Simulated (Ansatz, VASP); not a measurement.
# Two plane-wave programs on Os

INCAR

```
  PREC = Accurate
  ENCUT = 520
  EDIFF = 1E-7
  ISMEAR = 0
  SIGMA = 0.15
  LREAL = F
  LASPH = T
  NELM = 100
  ALGO = Fast
  ISIF = 2
  LWAVE = F
  LCHARG = T
  GGA = PS
  LELF = T
  LVHAR = T
  NBANDS = 15
```

Contents of KPOINTS:

```
regular mesh
0
Gamma
  21 21 12
```

POSCAR

```
Os
1.0
    2.7340999755      0.0000000000      0.0000000000
   -1.3670499878      2.3204440346      0.0000000000
    0.0000000000      0.0000000000      4.3197000000
Os
2
Direct
    0.3333333333      0.6666666667      0.2500000000
    0.6666666667      0.3333333333      0.7500000000
```

Input for Ansatz:

```yaml
crystal:
  lattice:
    - [2.7340999755, 0.0, 0.0]
    - [-1.3670499878, 2.3204440346, 0.0]
    - [0.0, 0.0, 4.3197]
  atoms:
    - { symbol: Os, position: [0.3333333333, 0.6666666667, 0.25] }
    - { symbol: Os, position: [0.6666666667, 0.3333333333, 0.75] }
basis:
  ecutwfc: 420
kpoints:
  mp_grid: { grid: [21, 21, 12] }
hamiltonian:
  xc: pbesol
scf:
  occupations: { method: gaussian, width: 0.15 }
output:
  forces: true
  stress: true
  eigenvalues: true
```

Change from the starting cell: strain -0.0200 x Voigt [0, 1, 0, 0, 0, 0], atoms carried along.

Alike in both runs: task single point; functional PBEsol; k mesh 21 × 21 × 12; occupations gaussian, width 0.15 eV; no spin polarisation.

|  | VASP | Ansatz |
| --- | --- | --- |
| version | VASP 6.6.1 | Ansatz 0.2.0 |
| potentials or method | VASP PAW PBE potentials, release 64 (Os), cutoff 520 eV | scalar-relativistic, plane waves, PAW |
| valence electrons in the cell | 16 | 32 |

```csv
,VASP,Ansatz,Ansatz less VASP
gap on the k mesh at the Fermi level (eV),none,none,-
pressure (GPa),6.8,6.1,-0.67
"traceless stress, the component that is largest in VASP (GPa)",8.09,8.08,-0.003
rms of the force components (eV/Å),0.034,0.035,+0.0008
```

VASP's potentials were made for PBE, not for PBEsol. Atom by atom the forces differ by 0.001 eV/Å (rms over components). A gap of «none» marks a metal or a gap that the smearing closes. VASP's potentials hold 16 valence electrons a cell and Ansatz's 32, so a difference there can come from the potentials and not from the codes.

Neither program's run includes spin-orbit coupling.
